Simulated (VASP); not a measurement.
**Pd: single point with BHLYP**

The system is Pd.

```
Pd
1.0
     0.00000    1.98468    1.98468
     1.98468    0.00000    1.98468
     1.98468    1.98468    0.00000
Pd
1
Direct
  0.00000 0.00000 0.00000
```

```
Program             : VASP 6.6.1
Task                : single point
Functional          : BHLYP
Potentials or basis : VASP PAW PBE potentials, release 64 (Pd)
Cutoff              : 520 eV
k mesh              : 6 × 6 × 6
Occupations         : fermi-dirac, width 0.05 eV
Spin                : no spin polarisation
```

```yaml
Pressure: -2.5 GPa
Band_gap_on_the_k_mesh: zero (band 5 reaches 8.96 eV, above the bottom of band 6 at 4.69 eV)
```

Levels at points of the mesh, in eV from the Fermi level:
| k point | band 3 | band 4 | band 5 | band 6 | band 7 | band 8 |
| --- | --- | --- | --- | --- | --- | --- |
| (0.00, 0.00, 0.00) | -4.24 | -4.24 | -2.98 | -2.98 | 21.56 | 26.24 |
| (0.50, 0.00, 0.00) | -4.50 | -0.89 | -0.89 | 3.65 | 10.66 | 20.81 |
| (0.50, 0.50, 0.00) | -1.56 | 1.30 | 1.30 | 6.39 | 14.31 | 17.08 |

It took 11 min on 1 thread of AMD EPYC 7R13 Processor (Zen 3), on a shared host, peak memory 0.12 GiB.

Caveat: the k points lie up to 0.46 Å⁻¹ apart; the PAW data sets were made with another functional, which shifts forces and pressure a little.
